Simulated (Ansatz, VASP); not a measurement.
## B4AsN3 in VASP and in Ansatz

Contents of INCAR:

```
  PREC = Accurate
  ENCUT = 520
  EDIFF = 1E-6
  ISMEAR = -1
  SIGMA = 0.02
  LREAL = F
  LASPH = T
  NELM = 150
  ALGO = Normal
  ISIF = 2
  LWAVE = F
  LCHARG = T
  MAGMOM = 0 0 0 0 0 0 0 0 0 0 0 0 0 0 0 0 0 0 0 0 0 0 0 0
  LORBIT = 11
  LSORBIT = T
  GGA_COMPAT = F
  LORBMOM = T
  GGA = PE
  LVHAR = T
  NBANDS = 50
```

KPOINTS

```
regular mesh
0
Gamma
  10 4 6
```

Contents of POSCAR:

```
B4AsN3
1.0
    2.7722964413      0.0000000000      0.0000000000
    0.0000000000      5.6249400240      0.0000000000
    0.0000000000      0.0000000000      3.9057175352
N B As
3 4 1
Direct
    0.0000000000      0.2241049818      0.0021797132
    0.5000000000      0.0000000000      0.5108461780
    0.0000000000      0.7758950182      0.0021797132
    0.5000000000      0.2096475653      0.7744670301
    0.0000000000      0.0000000000      0.2665037719
    0.5000000000      0.7903524347      0.7744670301
    0.0000000000      0.5000000000      0.1705778395
    0.5000000000      0.5000000000      0.4987787240
```

Input for Ansatz:

```yaml
crystal:
  lattice:
    - [2.7722964413, 0.0, 0.0]
    - [0.0, 5.624940024, 0.0]
    - [0.0, 0.0, 3.9057175352]
  atoms:
    - { symbol: "N", position: [0.0, 0.2241049818, 0.0021797132] }
    - { symbol: B, position: [0.5, 0.2096475653, 0.7744670301] }
    - { symbol: "N", position: [0.5, 0.0, 0.510846178] }
    - { symbol: B, position: [0.0, 0.0, 0.2665037719] }
    - { symbol: "N", position: [0.0, 0.7758950182, 0.0021797132] }
    - { symbol: B, position: [0.5, 0.7903524347, 0.7744670301] }
    - { symbol: As, position: [0.5, 0.5, 0.498778724] }
    - { symbol: B, position: [0.0, 0.5, 0.1705778395] }
kpoints:
  mp_grid: { grid: [10, 4, 6] }
  band_path:
    path:
      - [0.0, 0.0, 0.0]
      - [0.5, 0.0, 0.0]
      - [0.5, 0.5, 0.0]
      - [0.0, 0.5, 0.0]
      - [0.0, 0.0, 0.5]
      - [0.5, 0.0, 0.5]
      - [0.5, 0.5, 0.5]
      - [0.0, 0.5, 0.5]
      - [0.0, 0.0, 0.1]
    npoints: 1
hamiltonian:
  xc: pbe
scf:
  occupations: { method: fermi_dirac, width: 0.02 }
  n_extra_bands: 12
magnetization:
  noncollinear: true
  spin_orbit: true
output:
  forces: true
  stress: true
  eigenvalues: true
```

Alike in both runs: task single point; functional PBE; k mesh 10 × 4 × 6; occupations fermi-dirac, width 0.02 eV; non-collinear spin, spin-orbit coupling.

|  | VASP | Ansatz |
| --- | --- | --- |
| version | VASP 6.6.1 | Ansatz 0.2.0 |
| potentials or method | VASP PAW PBE potentials, release 64 (N, B, As) | plane waves, PAW |
| plane-wave cutoff (eV) | 520 | 420 |
| valence electrons in the cell | 32 | 42 |

```tsv
	VASP	Ansatz	Ansatz less VASP
pressure (GPa)	4.0	3.2	-0.79
rms of the force components (eV/Å)	0.165	0.119	-0.0459
net moment per atom (μB)	0.00	0.00	0.000
```

VASP's potentials hold 32 valence electrons a cell and Ansatz's 42, so a difference there can come from the potentials and not from the codes.
